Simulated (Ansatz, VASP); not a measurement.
## Au: VASP beside Ansatz

```xyz
2
Lattice="2.9000 0.0000 0.0000 -1.4500 2.5115 0.0000 0.0000 0.0000 4.8800" Properties=species:S:1:pos:R:3 pbc="T T T"
Au    0.0000    1.6743    3.6600
Au    1.4500    0.8372    1.2200
```

Alike in both runs: task single point; functional PBEsol; k mesh 13 × 13 × 7; no spin polarisation.

|  | VASP | Ansatz |
| --- | --- | --- |
| version | VASP 6.6.1 | Ansatz 0.2.0 |
| potentials or method | VASP PAW PBE potentials, release 64 (Au), cutoff 520 eV | plane waves, PAW |
| occupations | fermi-dirac, width 0.1 eV | fermi-dirac |
| valence electrons in the cell | 22 | 38 |

VASP gave:

| Item | Value |
| --- | --- |
| pressure (GPa) | -6.8 |
| traceless stress, the component that is largest in VASP (GPa) | -0.14 |

Question: Which values does Ansatz return?

Answer: Pressure (GPa): -6.6; traceless stress, the component that is largest in VASP (GPa): -0.13.

VASP's potentials were made for PBE, not for PBEsol. VASP's potentials hold 22 valence electrons a cell and Ansatz's 38, so a difference there can come from the potentials and not from the codes.

Neither program's run includes spin-orbit coupling.
